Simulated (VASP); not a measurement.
# Mg3Te2O (P6/mmm) in VASP: notebook

The runs below take Mg3Te2O through single point, with PBE.

Everything below comes from runs of VASP 6.6.1. Logs are shortened: lines on timing, memory, paths and dates and some standing lists are left out, and cuts for length are marked.

## (1) The cell of the first run

It takes space group P6/mmm (No. 191, hexagonal). The conventional cell has a = 5.581 Å, b = 5.581 Å, c = 5.308 Å, α = 90.00°, β = 90.00°, γ = 120.00°. Within 3.7 Å of Mg (site symmetry mmm) lie 2 O at 2.79 Å and 4 Mg at 2.79 Å and 4 Te at 3.10 Å. Within 4.2 Å of Te (site symmetry -6m2) lie 6 Mg at 3.10 Å and 3 Te at 3.22 Å and 6 O at 4.17 Å. Within 3.7 Å of O (site symmetry 6/mmm) lie 6 Mg at 2.79 Å.

The cell was built from a structure type or drawn by symmetry, and may not be a known phase.

## (2) Single point, PBE

File INCAR:

```
SYSTEM = Mg3Te2O
PREC     = Accurate       ! precision mode
ENCUT    = 520            ! plane-wave cutoff, eV
EDIFF    = 1E-7           ! SCF threshold, eV
ISMEAR   = 0              ! smearing method
SIGMA    = 0.1            ! smearing width, eV
LREAL    = .FALSE.        ! projectors in reciprocal space
LASPH    = .TRUE.         ! aspherical terms in the spheres
NELM     = 60             ! most SCF steps
ALGO     = Normal         ! electronic algorithm
ISIF     = 2              ! what is computed and relaxed
LWAVE    = .FALSE.        ! write WAVECAR
LCHARG   = .TRUE.         ! write CHGCAR
GGA      = PE             ! functional
LELF     = .TRUE.         ! ELF
LVHAR    = .TRUE.       
NBANDS   = 21             ! bands
```

File KPOINTS:

```
regular mesh
0
G
  6 6 2
  0 0 0
```

File POSCAR:

```
Mg3Te2O
1.0
    5.5809272134      0.0000000000      0.0000000000
   -2.7904636067      4.8332247435      0.0000000000
    0.0000000000      0.0000000000      5.3075738428
Mg Te O
3 2 1
Direct
    0.5000000000      0.0000000000      0.0000000000
    0.0000000000      0.5000000000      0.0000000000
    0.5000000000      0.5000000000      0.0000000000
    0.3333333333      0.6666666667      0.5000000000
    0.6666666667      0.3333333333      0.5000000000
    0.0000000000      0.0000000000      0.0000000000
```

Potentials or basis: VASP PAW PBE potentials, release 64 (Mg, Te, O).

Command:

```bash
cat potpaw_PBE.64/Mg/POTCAR potpaw_PBE.64/Te/POTCAR potpaw_PBE.64/O/POTCAR > POTCAR
mpirun -np 1 vasp_std > vasp.out
```

OUTCAR:

```text
SYSTEM = Mg3Te2O
   PREC = Accurate
   ENCUT = 520
   EDIFF = 1E-7
   ISMEAR = 0
   LREAL = .FALSE.
   LASPH = .TRUE.
   NELM = 60
   ISIF = 2
   GGA = PE

 ion  position               nearest neighbor table
   1  0.500  0.000  0.000-   6 2.79   6 2.79   2 2.79   3 2.79   3 2.79   2 2.79   5 3.10   5 3.10
                             4 3.10   4 3.10
   2  0.000  0.500  0.000-   3 2.79   3 2.79   6 2.79   6 2.79   1 2.79   1 2.79   5 3.10   5 3.10
                             4 3.10   4 3.10
   3  0.500  0.500  0.000-   2 2.79   2 2.79   6 2.79   1 2.79   1 2.79   6 2.79   5 3.10   5 3.10
                             4 3.10   4 3.10
   4  0.333  0.667  0.500-   2 3.10   2 3.10   1 3.10   1 3.10   3 3.10   3 3.10   5 3.22   5 3.22
                             5 3.22
   5  0.667  0.333  0.500-   2 3.10   2 3.10   1 3.10   1 3.10   3 3.10   3 3.10   4 3.22   4 3.22
                             4 3.22
   6  0.000  0.000  0.000-   1 2.79   1 2.79   3 2.79   2 2.79   2 2.79   3 2.79

  LATTYP: Found a hexagonal cell.
 ALAT       =     5.5809272134
 C/A-ratio  =     0.9510200796

  Lattice vectors:

 A1 = (   5.5809272134,   0.0000000000,   0.0000000000)
 A2 = (  -2.7904636067,   4.8332247435,   0.0000000000)
 A3 = (   0.0000000000,   0.0000000000,   5.3075738428)

Analysis of symmetry for initial positions (statically):
=====================================================================
 Subroutine PRICEL returns:
 Original cell was already a primitive cell.

 Routine SETGRP: Setting up the symmetry group for a
 hexagonal supercell.

 Subroutine GETGRP returns: Found 24 space group operations
 (whereof 24 operations were pure point group operations)
 out of a pool of 24 trial point group operations.

The static configuration has the point symmetry D_6h.

Analysis of symmetry for dynamics (positions and initial velocities):
=====================================================================
 Subroutine PRICEL returns:
 Original cell was already a primitive cell.

 Routine SETGRP: Setting up the symmetry group for a
 hexagonal supercell.

 Subroutine GETGRP returns: Found 24 space group operations
 (whereof 24 operations were pure point group operations)
 out of a pool of 24 trial point group operations.

The dynamic configuration has the point symmetry D_6h.

 Subroutine INISYM returns: Found 24 space group operations
 (whereof 24 operations are pure point group operations),
 and found     1 'primitive' translations

----------------------------------------------------------------------------------------

                                     Primitive cell

  volume of cell :     143.1658

  direct lattice vectors                    reciprocal lattice vectors
     5.580927213  0.000000000  0.000000000     0.179181695  0.103450600  0.000000000
    -2.790463607  4.833224743  0.000000000     0.000000000  0.206901200  0.000000000
     0.000000000  0.000000000  5.307573843     0.000000000  0.000000000  0.188410002

  length of vectors
     5.580927213  5.580927213  5.307573843     0.206901200  0.206901200  0.188410002

  position of ions in fractional coordinates (direct lattice)
     0.500000000  0.000000000  0.000000000
     0.000000000  0.500000000  0.000000000
     0.500000000  0.500000000  0.000000000
     0.333333333  0.666666667  0.500000000
     0.666666667  0.333333333  0.500000000
     0.000000000  0.000000000  0.000000000

  ion indices of the primitive-cell ions
   primitive index   ion index
                 1           1
                 2           2
                 3           3
                 4           4
                 5           5
                 6           6

----------------------------------------------------------------------------------------

 KPOINTS: regular mesh

Automatic generation of k-mesh.
 Grid dimensions read from file:
 generate k-points for:    6    6    2

 Generating k-lattice:

  Cartesian coordinates                     Fractional coordinates (reciprocal lattice)
     0.029863616  0.017241767  0.000000000     0.166666667  0.000000000  0.000000000
     0.000000000  0.034483533  0.000000000     0.000000000  0.166666667  0.000000000
     0.000000000  0.000000000  0.094205001     0.000000000  0.000000000  0.500000000

  Length of vectors
     0.034483533  0.034483533  0.094205001

  Shift w.r.t. Gamma in fractional coordinates (k-lattice)
     0.000000000  0.000000000  0.000000000

 Subroutine IBZKPT returns following result:
 ===========================================

 Found     14 irreducible k-points:

 Following reciprocal coordinates:
            Coordinates               Weight
  0.000000  0.000000  0.000000      1.000000
  0.166667 -0.000000  0.000000      6.000000
  0.333333 -0.000000  0.000000      6.000000
  0.500000  0.000000  0.000000      3.000000
  0.166667  0.166667  0.000000      6.000000
  0.333333  0.166667  0.000000     12.000000
  0.333333  0.333333  0.000000      2.000000
  0.000000  0.000000  0.500000      1.000000
  0.166667 -0.000000  0.500000      6.000000
  0.333333 -0.000000  0.500000      6.000000
  0.500000  0.000000  0.500000      3.000000
  0.166667  0.166667  0.500000      6.000000
  0.333333  0.166667  0.500000     12.000000
  0.333333  0.333333  0.500000      2.000000
   k-points           NKPTS =     14   k-points in BZ     NKDIM =     14   number of bands    NBANDS=     21
   number of dos      NEDOS =    301   number of ions     NIONS =      6
   total plane-waves  NPLWV =  70560
   dimension x,y,z NGX =    42 NGY =   42 NGZ =   40
   dimension x,y,z NGXF=    84 NGYF=   84 NGZF=   80
   ions per type =               3   2   1
   NGX,Y,Z   is equivalent  to a cutoff of  12.51, 12.51, 12.53 a.u.
   NGXF,Y,Z  is equivalent  to a cutoff of  25.02, 25.02, 25.06 a.u.
 SYSTEM =  Mg3Te2O
   PREC   = accura    normal or accurate (medium, high low for compatibility)
   ISTART =      0    job   : 0-new  1-cont  2-samecut
   ICHARG =      2    charge: 1-file 2-atom 10-const
   ISPIN  =      1    spin polarized calculation?
   LNONCOLLINEAR =      F non collinear calculations
   LSORBIT =      F    spin-orbit coupling
   LASPH  =      T    aspherical Exc in radial PAW
   ENCUT  =  520.0 eV  38.22 Ry    6.18 a.u.  10.38 10.38  9.87*2*pi/ulx,y,z
   NELM   =     60;   NELMIN=  2; NELMDL= -5     # of ELM steps
   EDIFF  = 0.1E-06   stopping-criterion for ELM
   LREAL  =      F    real-space projection
   EDIFFG = 0.1E-05   stopping-criterion for IOM
   NSW    =      0    number of steps for IOM
   IBRION =     -1    ionic relax: 0-MD 1-quasi-New 2-CG
   NFREE  =      0    steps in history (QN), initial steepest desc. (CG)
   ISIF   =      2    stress and relaxation
   ISYM   =      2    0-nonsym 1-usesym 2-fastsym
   POTIM  = 0.5000    time-step for ionic-motion
   TEBEG  =    0.0;   TEEND  =   0.0 temperature during run
   PSTRESS=    0.0 pullay stress
   NELECT =      24.0000    total number of electrons
   NUPDOWN=      -1.0000    fix difference up-down
   EMIN   =  10.00;   EMAX   =-10.00  energy-range for DOS
   EFERMI =   0.00;   METHOD = LEGACY
   ISMEAR =     0;   SIGMA  =   0.10  broadening in eV -4-tet -1-fermi 0-gaus
   EFERMI_NEDOS =   21; number of points for ismear=-14 and -15
   IALGO  =     38    algorithm
   IMIX   =      4    mixing-type and parameters
     AMIX     =   0.40;   BMIX     =  1.00
     AMIX_MAG =   1.60;   BMIX_MAG =  1.00
  volume/ion in A,a.u.               =      23.86       161.02
  Fermi-wavevector in a.u.,A,eV,Ry     =   0.902676  1.705811 11.086364  0.814825
  Thomas-Fermi vector in A             =   2.025909
   LORBIT       =      0    0 simple, 1 ext, 2 COOP (PROOUT), +10 PAW based schemes
   GGA     = PE    functional components
   LHFCALC =     F    Hartree Fock is set to
   AEXX    =    0.0000 exact exchange contribution
   IVDW    =     0    specifies the selected vdW correction
   LEPSILON=     F    determine dielectric tensor
   LRPA    =     F    only Hartree local field effects (RPA)
 non-spin polarized calculation
 Gauss-broadening in eV      SIGMA  =   0.10
  energy-cutoff  :      520.00
  volume of cell :      143.17
 maximum number of plane-waves:      3889
 NGX is ok and might be reduce to    42
   NGX = 21   NGY = 21   NGZ = 19

 number of electron      23.9999997 magnetization

 Free energy of the ion-electron system (eV)
  ---------------------------------------------------
  ext. energy  EPLUGINS =         0.00000000
  ---------------------------------------------------
  free energy    TOTEN  =       -16.87047825 eV

  energy without entropy =      -16.85072501  energy(sigma->0) =      -16.86060163

 E-fermi :   3.8119     XC(G=0):  -8.7742

 val. band max:        3.7682136797   @ k =   0.5000   0.0000   0.0000
 cond. band min:       3.8287969527   @ k =   0.3333  -0.0000   0.5000
 fundamental gap:      0.0605832731
 Fermi energy:         3.8118883527

 k-point     1 :       0.0000    0.0000    0.0000
  band No.  band energies     occupation
      1     -11.7128      2.00000
      2      -8.7310      2.00000
      3      -6.0673      2.00000
      4      -0.7577      2.00000
      5      -0.2962      2.00000
      6      -0.2962      2.00000
[... 13 lines left out ...]
     20       9.6433      0.00000
     21       9.6433      0.00000

 k-point     2 :       0.1667   -0.0000    0.0000
  band No.  band energies     occupation
      1     -11.7081      2.00000
      2      -8.6262      2.00000
      3      -6.3217      2.00000
      4      -0.6409      2.00000
      5      -0.4725      2.00000
      6      -0.1035      2.00000
[... 13 lines left out ...]
     20       9.5261      0.00000
     21       9.7432      0.00000
[... 247 lines left out ...]
      5      -1.0382      2.00000
      6      -0.6985      2.00000
[... 13 lines left out ...]
     20       8.9417      0.00000
     21       9.6691      0.00000

 k-point    14 :       0.3333    0.3333    0.5000
  band No.  band energies     occupation
      1     -11.6900      2.00000
      2      -7.5710      2.00000
      3      -7.5710      2.00000
      4      -1.6074      2.00000
      5      -1.6074      2.00000
      6      -0.8699      2.00000
[... 13 lines left out ...]
     20       8.4401      0.00000
     21       9.9604      0.00000

------------------------ aborting loop because EDIFF is reached ----------------------------------------

  FORCE on cell =-STRESS in cart. coord.  units (eV):
  Direction    XX          YY          ZZ          XY          YZ          ZX
  --------------------------------------------------------------------------------------
  -------------------------------------------------------------------------------------
  Total        0.1485263      0.1485263     -0.0165350      0.0000000     -0.0000000      0.0000000
  in kB        1.6621669      1.6621669     -0.1850446      0.0000000     -0.0000000      0.0000000
  external PRESSURE =       1.0464297 kB  Pullay stress =       0.0000000 kB

 VOLUME and BASIS-vectors are now :
 -----------------------------------------------------------------------------
  energy-cutoff  :      520.00
  volume of cell :      143.17
      direct lattice vectors                 reciprocal lattice vectors
     5.580927213  0.000000000  0.000000000     0.179181695  0.103450600  0.000000000
    -2.790463607  4.833224743  0.000000000     0.000000000  0.206901200  0.000000000
     0.000000000  0.000000000  5.307573843     0.000000000  0.000000000  0.188410002

 POSITION                                       TOTAL-FORCE (eV/Angst)
 -----------------------------------------------------------------------------------
      2.79046      0.00000      0.00000        -0.000000      0.000000      0.000000
     -1.39523      2.41661      0.00000        -0.000000      0.000000      0.000000
      1.39523      2.41661      0.00000        -0.000000      0.000000      0.000000
     -0.00000      3.22215      2.65379         0.000000      0.000000      0.000000
      2.79046      1.61107      2.65379        -0.000000      0.000000      0.000000
      0.00000      0.00000      0.00000        -0.000000      0.000000      0.000000
 -----------------------------------------------------------------------------------
    total drift:                               -0.000000      0.000000      0.000000

  FREE ENERGIE OF THE ION-ELECTRON SYSTEM (eV)
  ---------------------------------------------------
  free  energy   TOTEN  =       -16.8704782464 eV

  energy  without entropy=      -16.8507250133  energy(sigma->0) =      -16.86060163
```

It took 55 s on 1 thread of Intel Xeon Platinum 8375C at 2.90GHz (Ice Lake), shared host; peak memory 0.25 GiB.

What came out:

* Free energy: -16.8705 eV
* Pressure: 0.1 GPa
* Band gap on the k mesh: zero (bands 12 and 13 overlap by 1.41 eV)

Levels at points of the mesh, in eV from the Fermi level:
| k point | band 8 | band 9 | band 10 | band 11 | band 12 | band 13 | band 14 | band 15 | band 16 | band 17 |
| --- | --- | --- | --- | --- | --- | --- | --- | --- | --- | --- |
| (0.00, 0.00, 0.00) | -2.33 | -2.33 | -1.93 | -0.50 | -0.10 | -0.10 | 0.37 | 3.55 | 3.55 | 3.76 |
| (0.50, 0.00, 0.00) | -3.09 | -1.83 | -1.27 | -0.73 | -0.46 | -0.04 | 0.79 | 3.05 | 3.15 | 3.90 |
| (0.00, 0.00, 0.50) | -2.06 | -2.06 | -0.83 | -0.52 | -0.52 | 1.12 | 1.12 | 1.62 | 3.67 | 4.28 |
| (0.50, 0.00, 0.50) | -2.36 | -1.39 | -0.53 | -0.21 | 1.00 | 1.14 | 1.77 | 2.75 | 3.24 | 4.13 |

Caveat: the k points lie up to 0.59 Å⁻¹ apart, too coarse for converged energies and pressures of a metal; spin-orbit coupling is left out, which moves the levels of the heavy elements.

## (3) Single point, PBE

This run uses another cell than the first one, of 24.93 Å³/atom.

File INCAR:

```
SYSTEM = Mg3Te2O
PREC = Accurate
ENCUT = 520
EDIFF = 1E-6
ISMEAR = 0
SIGMA = 0.1
LREAL = .False.
LASPH = .True.
NELM = 100
ALGO = Normal
ISIF = 2
LWAVE = .False.
LCHARG = .False.
GGA = PE
NBANDS = 21
```

File KPOINTS:

```
regular mesh
0
Gamma
  6 6 2
  0 0 0
```

File POSCAR:

```
Mg3Te2O
1.0
    4.7926813600      0.0000000000      0.0000000000
   -2.3963406800      4.1505838100      0.0000000000
    0.0000000000      0.0000000000      7.5188403300
Mg Te O
3 2 1
Direct
    0.5000000000      0.0000000000      0.0000000000
    0.0000000000      0.5000000000      0.0000000000
    0.5000000000      0.5000000000      0.0000000000
    0.3333333300      0.6666666700      0.5000000000
    0.6666666700      0.3333333300      0.5000000000
    0.0000000000      0.0000000000      0.0000000000
```

Potentials or basis: VASP PAW PBE potentials, release 64 (Mg, Te, O).

Command:

```bash
cat potpaw_PBE.64/Mg/POTCAR potpaw_PBE.64/Te/POTCAR potpaw_PBE.64/O/POTCAR > POTCAR
mpirun -np 1 vasp_std > vasp.out
```

Wall time 52 s (1 thread of Intel Xeon Platinum 8375C at 2.90GHz (Ice Lake), shared host); peak memory 0.26 GiB.

Results (log left out):

* Free energy: -13.7025 eV
* Pressure: 12.1 GPa
* Band gap on the k mesh: zero (bands 12 and 13 overlap by 0.71 eV)

Stress tensor (GPa, compression positive):
```
19.50  0.00  0.00
 0.00 19.50  0.00
 0.00  0.00 -2.78
```

Levels at points of the mesh, in eV from the Fermi level:
```tsv
k point	band 8	band 9	band 10	band 11	band 12	band 13	band 14	band 15	band 16	band 17
(0.00, 0.00, 0.00)	-3.67	-3.67	-2.29	-0.14	-0.14	0.35	0.57	2.38	3.88	3.88
(0.50, 0.00, 0.00)	-3.10	-2.73	-1.93	-1.74	-0.70	2.18	2.71	3.10	3.32	4.00
(0.00, 0.00, 0.50)	-3.66	-2.85	-2.81	-0.26	-0.16	-0.16	0.74	1.55	3.47	3.47
(0.50, 0.00, 0.50)	-2.96	-2.83	-2.37	-0.52	-0.20	0.91	2.19	2.57	2.92	3.11
```

Caveat: the k points lie up to 0.42 Å⁻¹ apart, too coarse for converged energies and pressures of a metal; semilocal functionals underestimate gaps, so a narrow gap can read as zero; spin-orbit coupling is left out, which moves the levels of the heavy elements.
